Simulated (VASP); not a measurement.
A run of VASP 6.6.1:

Contents of INCAR:

```
SYSTEM = CuI
PREC = Accurate ; ENCUT = 520
EDIFF = 1E-6 ; ISMEAR = -1
SIGMA = 0.02 ; LREAL = .FALSE.
LASPH = .TRUE. ; NELM = 60
ALGO = Normal ; ISIF = 2
LWAVE = .FALSE. ; LCHARG = .FALSE.
GGA = PS ; NBANDS = 26
```

KPOINTS

```
regular mesh
0
G
  6 6 4
  0 0 0
```

POSCAR

```
CuI
1.0
    4.3452033687      0.0000000000      0.0000000000
   -2.1726016843      3.7630565019      0.0000000000
    0.0000000000      0.0000000000      6.7632210586
Cu I
2 2
Direct
    0.3333333333      0.6666666667      0.2500000000
    0.6666666667      0.3333333333      0.7500000000
    0.6666666667      0.3333333333      0.2500000000
    0.3333333333      0.6666666667      0.7500000000
```

Potentials or basis: VASP PAW PBE potentials, release 64 (Cu, I).

Launch:

```sh
$ cat potpaw_PBE.64/Cu/POTCAR potpaw_PBE.64/I/POTCAR > POTCAR
$ mpirun -np 1 vasp_std > vasp.out
```

Hardware: 1 thread of Intel(R) Xeon(R) Platinum 8488C (Sapphire Rapids), on a shared host.

Question: Estimate the wall time of this run.

Answer: Wall time 48 s on 1 thread of Intel(R) Xeon(R) Platinum 8488C (Sapphire Rapids), with other jobs on the host, peak memory 0.24 GiB. Counts: scf iterations 17, k points 21.
